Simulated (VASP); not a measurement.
# AlSi23HO48 (a cell with a defect) in VASP: further runs

Runs on AlSi23HO48 (a cell with a defect). Level: PBE. Tasks: single point.

All numbers are computed with VASP 6.6.1; they aren't measurements. Logs are shortened: lines on timing, memory, paths and dates and some standing lists are left out, and cuts for length are marked.

### 1 The cell of the first run

The cell holds a defect, 73 atoms: a = 9.832 Å, b = 9.832 Å, c = 10.818 Å, α = 90.00°, β = 90.00°, γ = 120.00°.

### 2 Single point, PBE

Input file INCAR:

```
PREC     = Accurate       # precision mode
ENCUT    = 520            # plane-wave cutoff, eV
EDIFF    = 1E-6           # SCF threshold, eV
ISMEAR   = 0              # smearing method
SIGMA    = 0.02           # smearing width, eV
LREAL    = Auto         
LASPH    = True           # aspherical terms in the spheres
NELM     = 60             # most SCF steps
ALGO     = Normal         # electronic algorithm
ISIF     = 2              # what is computed and relaxed
LWAVE    = False          # write WAVECAR
LCHARG   = False          # write CHGCAR
GGA      = PE             # functional
NBANDS   = 234            # bands
```

Input file KPOINTS:

```
Automatic mesh
0
Gamma
  1 1 1
```

Input file POSCAR:

```
AlSi23HO48
1.0
    9.8316000000      0.0000000000      0.0000000000
   -4.9158000000      8.5144150000      0.0000000000
    0.0000000000      0.0000000000     10.8182000000
Si O Al H
23 48 1 1
Direct
    0.2665240000      0.0059135000      0.1655480000
    0.0047801000      0.2668430000      0.3336890000
    0.2385990000      0.2405240000      0.9993619200
    0.2643930000      0.9914680000      0.6636310000
    0.9894460000      0.2647620000      0.8359160000
    0.2293890000      0.2223500000      0.5039390000
    0.2727950000      0.5039720000      0.1701260000
    0.0007480400      0.7714690000      0.3320030000
    0.2399190000      0.7394080000      0.0036103000
    0.0005861100      0.7613600000      0.8352580000
    0.2367220000      0.7327650000      0.4952940000
    0.7737470000      0.0013135000      0.1675400000
    0.4994380000      0.2689920000      0.3361520000
    0.7231280000      0.2276360000      0.0052600000
    0.7672260000      0.0003560100      0.6682640000
    0.4965340000      0.2621350000      0.8323230000
    0.7339230000      0.2294280000      0.4977480000
    0.7650270000      0.5009460000      0.1701520000
    0.5060110000      0.7694440000      0.3373120000
    0.7350110000      0.7342260000      0.0017393000
    0.7695000000      0.4946490000      0.6683140000
    0.5049940000      0.7715690000      0.8364450000
    0.7366290000      0.7353900000      0.5035120000
    0.0669300000      0.1970330000      0.4418620000
    0.3005170000      0.3678670000      0.1107810000
    0.1415150000      0.4331920000      0.2788680000
    0.2055230000      0.0726220000      0.0529050000
    0.3638220000      0.2956960000      0.3956590000
    0.4304760000      0.1432870000      0.2228400000
    0.0774410000      0.2214290000      0.9403120000
    0.2816500000      0.3345550000      0.6226230000
    0.1127490000      0.4436080000      0.7736440000
    0.2025460000      0.0517640000      0.5480320000
    0.3666400000      0.3006510000      0.8886370000
    0.4259760000      0.1307370000      0.7237120000
    0.0744250000      0.7148220000      0.4404160000
    0.2990230000      0.8705150000      0.1122040000
    0.1321980000      0.9367910000      0.2719290000
    0.2122820000      0.5747800000      0.0606630000
    0.3722160000      0.8059320000      0.3878360000
    0.4380460000      0.6385040000      0.2276310000
    0.0725450000      0.7073100000      0.9477570000
    0.2961460000      0.8548910000      0.6125940000
    0.1305640000      0.9238230000      0.7720150000
    0.2046780000      0.5650810000      0.5413850000
    0.3666500000      0.8003610000      0.8916470000
    0.4446260000      0.6419540000      0.7304500000
    0.5694620000      0.2032300000      0.4422660000
    0.7877240000      0.3607110000      0.1128000000
    0.6375250000      0.4354250000      0.2820770000
    0.7013660000      0.0652280000      0.0614060000
    0.8647800000      0.2916250000      0.3887050000
    0.9390500000      0.1430300000      0.2186820000
    0.5593170000      0.1980150000      0.9456520000
    0.7972430000      0.3592890000      0.6087090000
    0.6382200000      0.4247080000      0.7766210000
    0.7041580000      0.0647460000      0.5563510000
    0.8528310000      0.2900690000      0.8935630000
    0.9329220000      0.1411050000      0.7233450000
    0.5690300000      0.7046840000      0.4500810000
    0.8090660000      0.8707120000      0.1071580000
    0.6493380000      0.9307470000      0.2810300000
    0.7023520000      0.5687240000      0.0603190000
    0.8621690000      0.7960110000      0.3902950000
    0.9317650000      0.6379980000      0.2237340000
    0.5714880000      0.7153310000      0.9525590000
    0.7999120000      0.8658140000      0.6135890000
    0.6435860000      0.9394650000      0.7823920000
    0.7160940000      0.5738100000      0.5617710000
    0.8581930000      0.7836980000      0.8863920000
    0.9385760000      0.6183740000      0.7325650000
    0.2790850000      0.5026830000      0.6579390000
    0.0627994600      0.4978462200      0.7597437000
```

Potentials or basis: VASP PAW PBE potentials, release 64 (Si, O, Al, H).

Command:

```
$ cat potpaw_PBE.64/Si/POTCAR potpaw_PBE.64/O/POTCAR potpaw_PBE.64/Al/POTCAR potpaw_PBE.64/H/POTCAR > POTCAR
$ mpirun -np 1 vasp_gam > vasp.out
```

OUTCAR:

```text
PREC = Accurate
   ENCUT = 520
   EDIFF = 1E-6
   ISMEAR = 0
   LREAL = Auto
   LASPH = True
   NELM = 60
   ISIF = 2
   GGA = PE

 ion  position               nearest neighbor table
   1  0.267  0.006  0.166-  29 1.62  37 1.62  38 1.62  27 1.63   3 3.04   9 3.05   8 3.06  13 3.07

   2  0.005  0.267  0.334-  24 1.62  26 1.62  52 1.63  53 1.63  12 3.05   7 3.06  17 3.07   6 3.07

   3  0.239  0.241  0.999-  34 1.62  25 1.62  27 1.62  30 1.63  16 3.03   1 3.04   7 3.06   5 3.13

   4  0.264  0.991  0.664-  43 1.62  33 1.63  35 1.63  44 1.64   6 3.01  11 3.03  10 3.07  16 3.09

   5  0.989  0.265  0.836-  30 1.60  58 1.61  59 1.61  32 1.70  15 3.02  14 3.06   3 3.13
   6  0.229  0.222  0.504-  31 1.60  24 1.63  33 1.63  28 1.64   4 3.01  72 3.04  13 3.06   2 3.07

   7  0.273  0.504  0.170-  41 1.62  26 1.62  25 1.63  39 1.63  19 3.06   3 3.06   2 3.06   9 3.07

   8  0.001  0.771  0.332-  36 1.62  38 1.62  64 1.63  65 1.63  18 3.06   1 3.06  23 3.06  11 3.09
[... 31 lines left out ...]
  24  0.067  0.197  0.442-   2 1.62   6 1.63
  25  0.301  0.368  0.111-   3 1.62   7 1.63
  26  0.142  0.433  0.279-   2 1.62   7 1.62
  27  0.206  0.073  0.053-   3 1.62   1 1.63
  28  0.364  0.296  0.396-  13 1.62   6 1.64
  29  0.430  0.143  0.223-   1 1.62  13 1.63
  30  0.077  0.221  0.940-   5 1.60   3 1.63
  31  0.282  0.335  0.623-   6 1.60  72 1.71
  32  0.113  0.444  0.774-  73 0.90   5 1.70  72 1.90
  33  0.203  0.052  0.548-   4 1.63   6 1.63
  34  0.367  0.301  0.889-   3 1.62  16 1.62
  35  0.426  0.131  0.724-  16 1.62   4 1.63
  36  0.074  0.715  0.440-   8 1.62  11 1.63
  37  0.299  0.871  0.112-   9 1.62   1 1.62
  38  0.132  0.937  0.272-   1 1.62   8 1.62
[... 31 lines left out ...]
  70  0.858  0.784  0.886-  10 1.62  20 1.63
  71  0.939  0.618  0.733-  21 1.64  10 1.65
  72  0.279  0.503  0.658-  47 1.71  31 1.71  45 1.72  32 1.90   6 3.04  11 3.05  22 3.13
  73  0.063  0.498  0.760-  32 0.90

  LATTYP: Found a hexagonal cell.
 ALAT       =     9.8316000000
 C/A-ratio  =     1.1003498922

  Lattice vectors:

 A1 = (   9.8316000000,   0.0000000000,   0.0000000000)
 A2 = (  -4.9158000000,   8.5144150000,   0.0000000000)
 A3 = (   0.0000000000,   0.0000000000,  10.8182000000)

Analysis of symmetry for initial positions (statically):
=====================================================================
 Subroutine PRICEL returns:
 Original cell was already a primitive cell.

 Routine SETGRP: Setting up the symmetry group for a
 hexagonal supercell.

 Subroutine GETGRP returns: Found  1 space group operations
 (whereof  1 operations were pure point group operations)
 out of a pool of 24 trial point group operations.

The static configuration has the point symmetry C_1 .

Analysis of symmetry for dynamics (positions and initial velocities):
=====================================================================
 Subroutine PRICEL returns:
 Original cell was already a primitive cell.

 Routine SETGRP: Setting up the symmetry group for a
 hexagonal supercell.

 Subroutine GETGRP returns: Found  1 space group operations
 (whereof  1 operations were pure point group operations)
 out of a pool of 24 trial point group operations.

The dynamic configuration has the point symmetry C_1 .

 Subroutine INISYM returns: Found  1 space group operations
 (whereof  1 operations are pure point group operations),
 and found     1 'primitive' translations

----------------------------------------------------------------------------------------

                                     Primitive cell

  volume of cell :     905.5950
[... 173 lines left out ...]
     0.000000000  0.000000000  0.092436819     0.000000000  0.000000000  1.000000000

  Length of vectors
     0.117447877  0.117447881  0.092436819

  Shift w.r.t. Gamma in fractional coordinates (k-lattice)
     0.000000000  0.000000000  0.000000000

 Subroutine IBZKPT returns following result:
 ===========================================

 Found      1 irreducible k-points:

 Following reciprocal coordinates:
            Coordinates               Weight
  0.000000  0.000000  0.000000      1.000000
   k-points           NKPTS =      1   k-points in BZ     NKDIM =      1   number of bands    NBANDS=    234
   number of dos      NEDOS =    301   number of ions     NIONS =     73
   total plane-waves  NPLWV = 512000
   dimension x,y,z NGX =    80 NGY =   80 NGZ =   80
   dimension x,y,z NGXF=   160 NGYF=  160 NGZF=  160
   ions per type =              23  48   1   1
   NGX,Y,Z   is equivalent  to a cutoff of  13.53, 13.53, 12.29 a.u.
   NGXF,Y,Z  is equivalent  to a cutoff of  27.05, 27.05, 24.59 a.u.
 SYSTEM =  unknown system
   PREC   = accura    normal or accurate (medium, high low for compatibility)
   ISTART =      0    job   : 0-new  1-cont  2-samecut
   ICHARG =      2    charge: 1-file 2-atom 10-const
   ISPIN  =      1    spin polarized calculation?
   LNONCOLLINEAR =      F non collinear calculations
   LSORBIT =      F    spin-orbit coupling
   LASPH  =      T    aspherical Exc in radial PAW
   ENCUT  =  520.0 eV  38.22 Ry    6.18 a.u.  18.28 18.28 20.11*2*pi/ulx,y,z
   NELM   =     60;   NELMIN=  2; NELMDL= -5     # of ELM steps
   EDIFF  = 0.1E-05   stopping-criterion for ELM
   LREAL  =      T    real-space projection
   EDIFFG = 0.1E-04   stopping-criterion for IOM
   NSW    =      0    number of steps for IOM
   IBRION =     -1    ionic relax: 0-MD 1-quasi-New 2-CG
   NFREE  =      0    steps in history (QN), initial steepest desc. (CG)
   ISIF   =      2    stress and relaxation
   ISYM   =      2    0-nonsym 1-usesym 2-fastsym
   POTIM  = 0.5000    time-step for ionic-motion
   TEBEG  =    0.0;   TEEND  =   0.0 temperature during run
   PSTRESS=    0.0 pullay stress
   NELECT =     384.0000    total number of electrons
   NUPDOWN=      -1.0000    fix difference up-down
   EMIN   =  10.00;   EMAX   =-10.00  energy-range for DOS
   EFERMI =   0.00;   METHOD = LEGACY
   ISMEAR =     0;   SIGMA  =   0.02  broadening in eV -4-tet -1-fermi 0-gaus
   EFERMI_NEDOS =   21; number of points for ismear=-14 and -15
   IALGO  =     38    algorithm
   IMIX   =      4    mixing-type and parameters
     AMIX     =   0.40;   BMIX     =  1.00
     AMIX_MAG =   1.60;   BMIX_MAG =  1.00
  volume/ion in A,a.u.               =      12.41        83.72
  Fermi-wavevector in a.u.,A,eV,Ry     =   1.229912  2.324196 20.581296  1.512683
  Thomas-Fermi vector in A             =   2.364781
   LORBIT       =      0    0 simple, 1 ext, 2 COOP (PROOUT), +10 PAW based schemes
   GGA     = PE    functional components
   LHFCALC =     F    Hartree Fock is set to
   AEXX    =    0.0000 exact exchange contribution
   IVDW    =     0    specifies the selected vdW correction
   LEPSILON=     F    determine dielectric tensor
   LRPA    =     F    only Hartree local field effects (RPA)
 non-spin polarized calculation
 Gauss-broadening in eV      SIGMA  =   0.02
  energy-cutoff  :      520.00
  volume of cell :      905.60
 maximum number of plane-waves:     12195
 NGX is ok and might be reduce to    80
   NGX = 37   NGY = 37   NGZ = 41

 number of electron     383.9999998 magnetization

 Free energy of the ion-electron system (eV)
  ---------------------------------------------------
  ext. energy  EPLUGINS =         0.00000000
  ---------------------------------------------------
  free energy    TOTEN  =      -570.05049882 eV

  energy without entropy =     -570.05049882  energy(sigma->0) =     -570.05049882

 E-fermi :   1.5406     XC(G=0):  -9.2659

 val. band max:        1.3510703486   @ k =   0.0000   0.0000   0.0000
 cond. band min:       6.9047778216   @ k =   0.0000   0.0000   0.0000
 fundamental gap:      5.5537074730
 Fermi energy:         1.5406404695

 k-point     1 :       0.0000    0.0000    0.0000
  band No.  band energies     occupation
      1     -19.1946      2.00000
      2     -18.1709      2.00000
      3     -17.8112      2.00000
      4     -17.7654      2.00000
      5     -17.7376      2.00000
      6     -17.7169      2.00000
[... 196 lines left out ...]
    203       9.8999      0.00000
    204       9.9613      0.00000
 [bands above 204 left out]

------------------------ aborting loop because EDIFF is reached ----------------------------------------

  FORCE on cell =-STRESS in cart. coord.  units (eV):
  Direction    XX          YY          ZZ          XY          YZ          ZX
  --------------------------------------------------------------------------------------
  -------------------------------------------------------------------------------------
  Total       17.5205566     18.4208023     16.8666689     -1.5268704      0.3456534      0.3595977
  in kB       30.9973423     32.5900556     29.8404853     -2.7013368      0.6115294      0.6361997
  external PRESSURE =      31.1426277 kB  Pullay stress =       0.0000000 kB

 VOLUME and BASIS-vectors are now :
 -----------------------------------------------------------------------------
  energy-cutoff  :      520.00
  volume of cell :      905.60
      direct lattice vectors                 reciprocal lattice vectors
     9.831600000  0.000000000  0.000000000     0.101712844  0.058723941  0.000000000
    -4.915800000  8.514415000  0.000000000     0.000000000  0.117447881  0.000000000
     0.000000000  0.000000000 10.818200000     0.000000000  0.000000000  0.092436819

 POSITION                                       TOTAL-FORCE (eV/Angst)
 -----------------------------------------------------------------------------------
      2.59129      0.05035      1.79093         0.010115     -0.002366     -0.003222
     -1.26475      2.27201      3.60991        -0.015067      0.017327     -0.001932
      1.16344      2.04792     10.81130         0.003010     -0.007049      0.001079
     -2.27445      8.44177      7.17929        -0.002666     -0.005141      0.032887
      8.42632      2.25429      9.04311         0.051934     -0.167830      0.083555
      1.16223      1.89318      5.45171        -0.001527     -0.034522     -0.041220
[... 65 lines left out ...]
      0.27276      4.28005      7.11772         0.108621      0.004676     -0.046390
     -1.82989      4.23887      8.21906        -4.473748      2.827891     -0.877182
 -----------------------------------------------------------------------------------
    total drift:                                0.009039      0.011961      0.004500

  FREE ENERGIE OF THE ION-ELECTRON SYSTEM (eV)
  ---------------------------------------------------
  free  energy   TOTEN  =      -570.0504988172 eV

  energy  without entropy=     -570.0504988172  energy(sigma->0) =     -570.05049882
```

Run time: 7.2 min. Hardware: 1 thread of Intel Xeon Platinum 8259CL at 2.50GHz (Skylake/Cascade Lake), shared host; peak memory 0.98 GiB.

What came out:

- Free energy: -570.0505 eV
- Pressure: 3.1 GPa
- Largest force: 5.365 eV/Å
- Band gap on the k mesh: 5.55 eV

Forces on the atoms (eV/Å):
```
Si   0.010 -0.002 -0.003
Si  -0.015  0.017 -0.002
Si   0.003 -0.007  0.001
Si  -0.003 -0.005  0.033
Si   0.052 -0.168  0.084
Si  -0.002 -0.035 -0.041
Si   0.016  0.001  0.003
Si  -0.008  0.006  0.003
Si  -0.044  0.001  0.003
Si  -0.002 -0.111 -0.104
Si  -0.042  0.041 -0.001
Si   0.015 -0.007  0.001
Si   0.008  0.009  0.003
Si  -0.027 -0.008  0.019
Si   0.012 -0.023 -0.024
Si   0.001  0.032 -0.022
Si  -0.017  0.008  0.014
Si   0.010  0.003 -0.004
Si   0.011  0.009  0.002
Si   0.023 -0.009 -0.028
Si   0.095  0.106  0.068
Si  -0.001  0.041  0.042
Si   0.013 -0.041  0.021
O    0.009  0.011  0.008
O   -0.016 -0.004 -0.007
O    0.006 -0.008 -0.001
O    0.008  0.007  0.007
O   -0.017 -0.010  0.014
O   -0.007  0.007  0.003
O   -0.008  0.032 -0.026
O   -0.029  0.042  0.045
O    4.418 -2.753  0.837
O   -0.001  0.015 -0.007
O   -0.014 -0.009  0.011
O   -0.016 -0.004  0.002
O    0.014  0.011 -0.005
O   -0.005 -0.002 -0.004
O    0.011 -0.006 -0.008
O    0.012 -0.002  0.004
O   -0.010 -0.010  0.012
O   -0.011  0.009  0.007
O    0.034  0.018  0.025
O    0.008 -0.018 -0.020
O    0.026  0.034 -0.017
O    0.036 -0.069  0.064
O    0.015 -0.017 -0.006
O   -0.033 -0.051 -0.035
O   -0.003  0.011 -0.008
O   -0.006 -0.006 -0.008
O    0.007 -0.007 -0.008
O    0.013  0.007  0.000
O    0.010 -0.014 -0.002
O   -0.003  0.011  0.005
O    0.006  0.008 -0.006
O    0.005 -0.045 -0.032
O   -0.013 -0.038  0.006
O    0.013  0.001  0.008
O    0.042  0.019 -0.027
O   -0.002  0.044  0.008
O   -0.015  0.010 -0.008
O   -0.013  0.003  0.000
O    0.001 -0.010 -0.006
O    0.008  0.000  0.008
O    0.001 -0.006  0.000
O   -0.006  0.004  0.008
O   -0.019  0.011 -0.015
O   -0.016  0.008  0.001
O    0.003 -0.006  0.004
O   -0.020  0.015 -0.023
O   -0.031  0.004  0.042
O   -0.136  0.064  0.008
Al   0.109  0.005 -0.046
H   -4.474  2.828 -0.877
```

Levels at points of the mesh, in eV from the valence-band top:
| k point | band 190 | band 191 | band 192 | band 193 | band 194 | band 195 |
| --- | --- | --- | --- | --- | --- | --- |
| (0.00, 0.00, 0.00) | -0.12 | -0.08 | 0.00 | 5.55 | 7.45 | 7.54 |

Caveat: the k points lie up to 0.74 Å⁻¹ apart.

### 3 Single point, PBE

Input file INCAR:

```
SYSTEM = AlSi23HO48
PREC = Accurate
ENCUT = 520
EDIFF = 1E-6
ISMEAR = 0
SIGMA = 0.02
LREAL = Auto
LASPH = .TRUE.
NELM = 80
ALGO = Normal
ISIF = 2
LWAVE = .FALSE.
LCHARG = .FALSE.
GGA = PE
NBANDS = 234
```

Input file KPOINTS:

```
Automatic mesh
0
G
  1 1 1
  0 0 0
```

Changes to POSCAR since step 2:

```diff
@@ -80,2 +80,2 @@
     0.2790850000      0.5026830000      0.6579390000
-    0.0627994600      0.4978462200      0.7597437000
+    0.0594694900      0.5014621000      0.7588170200
```

Potentials or basis: VASP PAW PBE potentials, release 64 (Si, O, Al, H).

Command:

```
$ cat potpaw_PBE.64/Si/POTCAR potpaw_PBE.64/O/POTCAR potpaw_PBE.64/Al/POTCAR potpaw_PBE.64/H/POTCAR > POTCAR
$ mpirun -np 1 vasp_gam > vasp.out
```

Wall time 7.2 min (1 thread of Intel Xeon Platinum 8259CL at 2.50GHz (Skylake/Cascade Lake), shared host); peak memory 0.98 GiB.

The run converged. Its results:

```yaml
Free_energy: -570.2468 eV
Pressure: 2.9 GPa
Largest_force: 1.477 eV/Å
Band_gap_on_the_k_mesh: 5.54 eV
```

Forces in eV/Å, atoms in the order of the input:
```
Si   0.010  0.001 -0.005
Si  -0.010  0.018 -0.002
Si  -0.015 -0.003 -0.007
Si   0.004  0.007  0.022
Si   0.043 -0.044  0.026
Si  -0.008 -0.024 -0.033
Si   0.014 -0.001 -0.002
Si  -0.008  0.008 -0.001
Si  -0.020 -0.007  0.005
Si  -0.008 -0.037 -0.038
Si  -0.026  0.029 -0.006
Si   0.012 -0.002 -0.002
Si   0.004  0.008  0.001
Si  -0.012 -0.008  0.006
Si   0.019 -0.005 -0.010
Si  -0.008  0.022 -0.010
Si  -0.010 -0.004  0.005
Si   0.012 -0.003 -0.003
Si   0.009  0.008  0.000
Si   0.008 -0.011 -0.016
Si   0.033  0.041  0.026
Si  -0.005  0.032  0.032
Si   0.001 -0.027  0.014
O    0.009  0.010  0.005
O   -0.014 -0.003 -0.004
O    0.005 -0.008 -0.001
O    0.011  0.002  0.010
O   -0.013 -0.011  0.012
O   -0.006  0.007  0.004
O    0.007  0.017 -0.007
O   -0.015  0.033  0.033
O    1.211 -0.757  0.205
O    0.002  0.009 -0.003
O   -0.004 -0.010  0.008
O   -0.016 -0.005  0.001
O    0.010  0.011 -0.002
O   -0.008 -0.003 -0.006
O    0.011 -0.008 -0.007
O    0.010  0.003  0.008
O   -0.010 -0.007  0.011
O   -0.010  0.010  0.009
O    0.016  0.014  0.005
O    0.003 -0.016 -0.015
O    0.019  0.014 -0.015
O    0.029 -0.051  0.041
O    0.009 -0.013 -0.002
O   -0.020 -0.039 -0.034
O   -0.001  0.013 -0.004
O   -0.009 -0.002 -0.004
O    0.007 -0.006 -0.007
O    0.013  0.003  0.004
O    0.006 -0.013  0.001
O   -0.004  0.010  0.005
O    0.000  0.010 -0.009
O   -0.001 -0.023 -0.019
O    0.004 -0.019 -0.003
O    0.009  0.004  0.005
O    0.007  0.002 -0.001
O   -0.010  0.009 -0.004
O   -0.010  0.009 -0.006
O   -0.010  0.000 -0.004
O    0.002 -0.011 -0.005
O    0.009  0.003  0.004
O    0.001 -0.009  0.003
O   -0.006  0.006  0.008
O   -0.012  0.011 -0.012
O   -0.011 -0.002 -0.002
O    0.001 -0.008  0.004
O   -0.004  0.013 -0.006
O   -0.013 -0.004  0.022
O   -0.052  0.028  0.008
Al   0.039 -0.010  0.003
H   -1.225  0.789 -0.239
```

Stress tensor (GPa, compression positive):
```
 2.66  0.01 -0.01
 0.01  3.09  0.13
-0.01  0.13  2.98
```

Levels at points of the mesh, in eV from the valence-band top:
| k point | band 189 | band 190 | band 191 | band 192 | band 193 | band 194 | band 195 | band 196 |
| --- | --- | --- | --- | --- | --- | --- | --- | --- |
| (0.00, 0.00, 0.00) | -0.27 | -0.12 | -0.08 | 0.00 | 5.54 | 7.39 | 7.53 | 7.79 |

Caveat: the k points lie up to 0.74 Å⁻¹ apart.
